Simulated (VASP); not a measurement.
# C in VASP: further runs

The runs below take C through single point, with PBEsol, LDA.

Everything below comes from runs of VASP 6.6.1. Logs are shortened: lines on timing, memory, paths and dates and some standing lists are left out, and cuts for length are marked.

### Step 1. The cell of the first run

It takes space group Cmme (No. 67, orthorhombic). The conventional cell has a = 2.456 Å, b = 4.254 Å, c = 7.173 Å, α = 90.00°, β = 90.00°, γ = 90.00°. Within 1.9 Å of C (site symmetry m) lie 3 C at 1.42 Å.

### Step 2. Single point, PBEsol

INCAR reads:

```
SYSTEM = C
ALGO     = Normal         ! electronic algorithm
EDIFF    = 1E-6           ! SCF threshold, eV
ENCUT    = 520            ! plane-wave cutoff, eV
GGA      = PS             ! functional
ISIF     = 2              ! what is computed and relaxed
ISMEAR   = 0              ! smearing method
LASPH    = .True.         ! aspherical terms in the spheres
LCHARG   = .True.         ! write CHGCAR
LELF     = .True.         ! ELF
LREAL    = .False.        ! projectors in reciprocal space
LVHAR    = .True.       
LWAVE    = .False.        ! write WAVECAR
NBANDS   = 16             ! bands
NELM     = 100            ! most SCF steps
PREC     = Accurate       ! precision mode
SIGMA    = 0.1            ! smearing width, eV
```

KPOINTS reads:

```
k-points
0
Gamma
  18 18 6
  0 0 0
```

POSCAR reads:

```
C
1.0
    1.2280479700     -2.1270618200      0.0000000000
    1.2280479700      2.1270618200      0.0000000000
    0.0000000000      0.0000000000      7.1732677600
C
4
Direct
    0.0833794600      0.9166205400      0.7531376000
    0.5833794600      0.4166205400      0.2468624000
    0.9166205400      0.0833794600      0.2468624000
    0.4166205400      0.5833794600      0.7531376000
```

Potentials or basis: VASP PAW PBE potentials, release 64 (C).

Launch:

```sh
> cat potpaw_PBE.64/C/POTCAR > POTCAR
> mpirun -np 1 vasp_std > vasp.out
```

OUTCAR:

```text
SYSTEM = C
   EDIFF = 1E-6
   ENCUT = 520
   GGA = PS
   ISIF = 2
   ISMEAR = 0
   LASPH = .True.
   LREAL = .False.
   NELM = 100
   PREC = Accurate

 ion  position               nearest neighbor table
   1  0.083  0.917  0.753-   4 1.42   4 1.42   4 1.42
   2  0.583  0.417  0.247-   3 1.42   3 1.42   3 1.42
   3  0.917  0.083  0.247-   2 1.42   2 1.42   2 1.42
   4  0.417  0.583  0.753-   1 1.42   1 1.42   1 1.42

  LATTYP: Found a hexagonal cell.
 ALAT       =     2.4561135566
 C/A-ratio  =     2.9205765918

  Lattice vectors:

 A1 = (   1.2280479700,  -2.1270618200,   0.0000000000)
 A2 = (   1.2280479700,   2.1270618200,   0.0000000000)
 A3 = (   0.0000000000,   0.0000000000,   7.1732677600)

Analysis of symmetry for initial positions (statically):
=====================================================================
 Subroutine PRICEL returns:
 Original cell was already a primitive cell.

 Routine SETGRP: Setting up the symmetry group for a
 hexagonal supercell.

 Subroutine GETGRP returns: Found  8 space group operations
 (whereof  4 operations were pure point group operations)
 out of a pool of 24 trial point group operations.

The static configuration has the point symmetry C_2h.
 The point group associated with its full space group is D_2h.

Analysis of symmetry for dynamics (positions and initial velocities):
=====================================================================
 Subroutine PRICEL returns:
 Original cell was already a primitive cell.

 Routine SETGRP: Setting up the symmetry group for a
 hexagonal supercell.

 Subroutine GETGRP returns: Found  8 space group operations
 (whereof  4 operations were pure point group operations)
 out of a pool of 24 trial point group operations.

The dynamic configuration has the point symmetry C_2h.
 The point group associated with its full space group is D_2h.

 Subroutine INISYM returns: Found  8 space group operations
 (whereof  4 operations are pure point group operations),
 and found     1 'primitive' translations

----------------------------------------------------------------------------------------

                                     Primitive cell

  volume of cell :      37.4751

  direct lattice vectors                    reciprocal lattice vectors
     1.228047970 -2.127061820  0.000000000     0.407150219 -0.235066041  0.000000000
     1.228047970  2.127061820  0.000000000     0.407150219  0.235066041  0.000000000
     0.000000000  0.000000000  7.173267760     0.000000000  0.000000000  0.139406479

  length of vectors
     2.456113557  2.456113557  7.173267760     0.470135453  0.470135453  0.139406479

  position of ions in fractional coordinates (direct lattice)
     0.083379460  0.916620540  0.753137600
     0.583379460  0.416620540  0.246862400
     0.916620540  0.083379460  0.246862400
     0.416620540  0.583379460  0.753137600

  ion indices of the primitive-cell ions
   primitive index   ion index
                 1           1
                 2           2
                 3           3
                 4           4

----------------------------------------------------------------------------------------

 KPOINTS: k-points

Automatic generation of k-mesh.
 Grid dimensions read from file:
 generate k-points for:   18   18    6

 Generating k-lattice:

  Cartesian coordinates                     Fractional coordinates (reciprocal lattice)
     0.022619457 -0.013059224  0.000000000     0.055555556  0.000000000  0.000000000
     0.022619457  0.013059224  0.000000000     0.000000000  0.055555556  0.000000000
     0.000000000  0.000000000  0.023234413     0.000000000  0.000000000  0.166666667

  Length of vectors
     0.026118636  0.026118636  0.023234413

  Shift w.r.t. Gamma in fractional coordinates (k-lattice)
     0.000000000  0.000000000  0.000000000

 Subroutine IBZKPT returns following result:
 ===========================================

 Found    364 irreducible k-points:

 Following reciprocal coordinates:
            Coordinates               Weight
  0.000000  0.000000  0.000000      1.000000
  0.055556  0.000000  0.000000      4.000000
 -0.055556  0.055556  0.000000      2.000000
  0.111111  0.000000  0.000000      4.000000
 -0.111111  0.111111  0.000000      2.000000
  0.166667  0.000000  0.000000      4.000000
[... 16 lines left out ...]
 -0.055556  0.166667  0.000000      4.000000
 -0.166667  0.111111  0.000000      4.000000
 [... further k-points ...]
   k-points           NKPTS =    364   k-points in BZ     NKDIM =    364   number of bands    NBANDS=     16
   number of dos      NEDOS =    301   number of ions     NIONS =      4
   total plane-waves  NPLWV =  17496
   dimension x,y,z NGX =    18 NGY =   18 NGZ =   54
   dimension x,y,z NGXF=    36 NGYF=   36 NGZF=  108
   ions per type =               4
   NGX,Y,Z   is equivalent  to a cutoff of  12.18, 12.18, 12.51 a.u.
   NGXF,Y,Z  is equivalent  to a cutoff of  24.37, 24.37, 25.03 a.u.
 SYSTEM =  C
   PREC   = accura    normal or accurate (medium, high low for compatibility)
   ISTART =      0    job   : 0-new  1-cont  2-samecut
   ICHARG =      2    charge: 1-file 2-atom 10-const
   ISPIN  =      1    spin polarized calculation?
   LNONCOLLINEAR =      F non collinear calculations
   LSORBIT =      F    spin-orbit coupling
   LASPH  =      T    aspherical Exc in radial PAW
   ENCUT  =  520.0 eV  38.22 Ry    6.18 a.u.   4.57  4.57 13.34*2*pi/ulx,y,z
   NELM   =    100;   NELMIN=  2; NELMDL= -5     # of ELM steps
   EDIFF  = 0.1E-05   stopping-criterion for ELM
   LREAL  =      F    real-space projection
   EDIFFG = 0.1E-04   stopping-criterion for IOM
   NSW    =      0    number of steps for IOM
   IBRION =     -1    ionic relax: 0-MD 1-quasi-New 2-CG
   NFREE  =      0    steps in history (QN), initial steepest desc. (CG)
   ISIF   =      2    stress and relaxation
   ISYM   =      2    0-nonsym 1-usesym 2-fastsym
   POTIM  = 0.5000    time-step for ionic-motion
   TEBEG  =    0.0;   TEEND  =   0.0 temperature during run
   PSTRESS=    0.0 pullay stress
   NELECT =      16.0000    total number of electrons
   NUPDOWN=      -1.0000    fix difference up-down
   EMIN   =  10.00;   EMAX   =-10.00  energy-range for DOS
   EFERMI =   0.00;   METHOD = LEGACY
   ISMEAR =     0;   SIGMA  =   0.10  broadening in eV -4-tet -1-fermi 0-gaus
   EFERMI_NEDOS =   21; number of points for ismear=-14 and -15
   IALGO  =     38    algorithm
   IMIX   =      4    mixing-type and parameters
     AMIX     =   0.40;   BMIX     =  1.00
     AMIX_MAG =   1.60;   BMIX_MAG =  1.00
  volume/ion in A,a.u.               =       9.37        63.22
  Fermi-wavevector in a.u.,A,eV,Ry     =   1.232728  2.329519 20.675669  1.519619
  Thomas-Fermi vector in A             =   2.367487
   LORBIT       =      0    0 simple, 1 ext, 2 COOP (PROOUT), +10 PAW based schemes
   GGA     = PS    functional components
   LHFCALC =     F    Hartree Fock is set to
   AEXX    =    0.0000 exact exchange contribution
   IVDW    =     0    specifies the selected vdW correction
   LEPSILON=     F    determine dielectric tensor
   LRPA    =     F    only Hartree local field effects (RPA)
 non-spin polarized calculation
 Gauss-broadening in eV      SIGMA  =   0.10
  energy-cutoff  :      520.00
  volume of cell :       37.48
 maximum number of plane-waves:      1028
   NGX =  9   NGY =  9   NGZ = 27

 number of electron      15.9999996 magnetization

 Free energy of the ion-electron system (eV)
  ---------------------------------------------------
  ext. energy  EPLUGINS =         0.00000000
  ---------------------------------------------------
  free energy    TOTEN  =       -38.57576570 eV

  energy without entropy =      -38.57536575  energy(sigma->0) =      -38.57556573

 E-fermi :   4.0977     XC(G=0): -10.0943

 val. band max:        4.0868747282   @ k =   0.3333   0.3333   0.5000
 cond. band min:       4.1115967400   @ k =   0.3333   0.3333   0.5000
 fundamental gap:      0.0247220118
 Fermi energy:         4.0977342536

 k-point     1 :       0.0000    0.0000    0.0000
  band No.  band energies     occupation
      1     -15.5518      2.00000
      2     -15.3708      2.00000
      3      -4.2925      2.00000
      4      -2.8764      2.00000
      5       1.1091      2.00000
      6       1.1151      2.00000
[... 8 lines left out ...]
     15      15.6729      0.00000
     16      15.7552      0.00000

 k-point     2 :       0.0556    0.0000    0.0000
  band No.  band energies     occupation
      1     -15.4779      2.00000
      2     -15.2978      2.00000
      3      -4.2024      2.00000
      4      -2.7907      2.00000
      5       0.8149      2.00000
      6       0.8294      2.00000
[... 8 lines left out ...]
     15      15.4008      0.00000
     16      15.5062      0.00000

 k-point     3 :      -0.0556    0.0556    0.0000
  band No.  band energies     occupation
      1     -15.4779      2.00000
      2     -15.2978      2.00000
      3      -4.2025      2.00000
      4      -2.7905      2.00000
      5       0.8087      2.00000
      6       0.8184      2.00000
[... 8 lines left out ...]
     15      15.4237      0.00000
     16      15.4826      0.00000

 k-point     4 :       0.1111    0.0000    0.0000
  band No.  band energies     occupation
      1     -15.2564      2.00000
      2     -15.0789      2.00000
      3      -3.9328      2.00000
      4      -2.5347      2.00000
      5      -0.0113      2.00000
      6       0.0126      2.00000
[... 8 lines left out ...]
     15      14.6276      0.00000
     16      14.8043      0.00000
[... 324 lines left out ...]
 k-point    22 :       0.1111    0.0556    0.0000
  band No.  band energies     occupation
      1     -15.0354      2.00000
      2     -14.8606      2.00000
      3      -3.6642      2.00000
      4      -2.2807      2.00000
      5      -0.6723      2.00000
      6      -0.6384      2.00000
[... 8 lines left out ...]
     15      14.2597      0.00000
     16      14.3089      0.00000

 k-point    23 :      -0.0556    0.1667    0.0000
  band No.  band energies     occupation
      1     -15.0354      2.00000
      2     -14.8606      2.00000
      3      -3.6647      2.00000
      4      -2.2799      2.00000
      5      -0.6693      2.00000
      6      -0.6514      2.00000
[... 8 lines left out ...]
     15      14.2465      0.00000
     16      14.3034      0.00000

 k-point    24 :      -0.1667    0.1111    0.0000
  band No.  band energies     occupation
      1     -15.0354      2.00000
      2     -14.8606      2.00000
      3      -3.6651      2.00000
      4      -2.2793      2.00000
      5      -0.6729      2.00000
      6      -0.6553      2.00000
[... 8 lines left out ...]
     15      14.2405      0.00000
     16      14.2999      0.00000

 [... further k-points ...]
[... 5 lines left out ...]
  --------------------------------------------------------------------------------------
  -------------------------------------------------------------------------------------
  Total        0.5533551      0.5186249      0.0452997      0.0000000      0.0000000      0.0000000
  in kB       23.6576721     22.1728480      1.9367047      0.0000000      0.0000000      0.0000000
  external PRESSURE =      15.9224083 kB  Pullay stress =       0.0000000 kB

 VOLUME and BASIS-vectors are now :
 -----------------------------------------------------------------------------
  energy-cutoff  :      520.00
  volume of cell :       37.48
      direct lattice vectors                 reciprocal lattice vectors
     1.228047970 -2.127061820  0.000000000     0.407150219 -0.235066041  0.000000000
     1.228047970  2.127061820  0.000000000     0.407150219  0.235066041  0.000000000
     0.000000000  0.000000000  7.173267760     0.000000000  0.000000000  0.139406479

 POSITION                                       TOTAL-FORCE (eV/Angst)
 -----------------------------------------------------------------------------------
      1.22805      1.77236      5.40246         0.000000      0.025165     -0.004324
      1.22805     -0.35471      1.77081         0.000000      0.025165      0.004324
      1.22805     -1.77236      1.77081         0.000000     -0.025165      0.004324
      1.22805      0.35471      5.40246         0.000000     -0.025165     -0.004324
 -----------------------------------------------------------------------------------
    total drift:                                0.000000     -0.000000      0.000000

  FREE ENERGIE OF THE ION-ELECTRON SYSTEM (eV)
  ---------------------------------------------------
  free  energy   TOTEN  =       -38.5757657041 eV

  energy  without entropy=      -38.5753657487  energy(sigma->0) =      -38.57556573
```

Wall time 2.7 min (1 thread of Intel Xeon Platinum 8259CL at 2.50GHz (Skylake/Cascade Lake), shared host); peak memory 0.26 GiB.

Results:

| Property | Result |
| --- | --- |
| Free energy | -38.5758 eV |
| Pressure | 1.6 GPa |
| Largest force | 0.026 eV/Å |
| Band gap on the k mesh | 0.02 eV |

Forces in eV/Å, atoms in the order of the input:
```
C    0.000  0.025 -0.004
C    0.000  0.025  0.004
C    0.000 -0.025  0.004
C    0.000 -0.025 -0.004
```

Levels at points of the mesh, in eV from the valence-band top:
```csv
k point,band 6,band 7,band 8,band 9,band 10,band 11
"(0.00, 0.00, 0.00)",-2.97,-2.97,-2.95,3.57,8.36,8.39
"(0.50, 0.00, 0.00)",-6.40,-2.42,-2.42,1.77,1.77,7.49
"(0.50, 0.50, 0.00)",-6.38,-2.84,-1.85,1.10,2.28,7.37
"(0.00, 0.00, 0.50)",-2.97,-2.96,-2.96,5.65,5.84,8.38
"(0.50, 0.00, 0.50)",-6.40,-2.37,-2.37,1.64,1.64,7.49
"(0.50, 0.50, 0.50)",-6.40,-2.41,-2.33,1.60,1.68,7.48
```

Caveat: the PAW data sets were made with another functional, which shifts forces and pressure a little; this functional lacks dispersion, which binds the layers, so the pressure and a relaxed spacing across them are unreliable. A k mesh can miss the band edges.

(Part 1 of 2 ends here.)
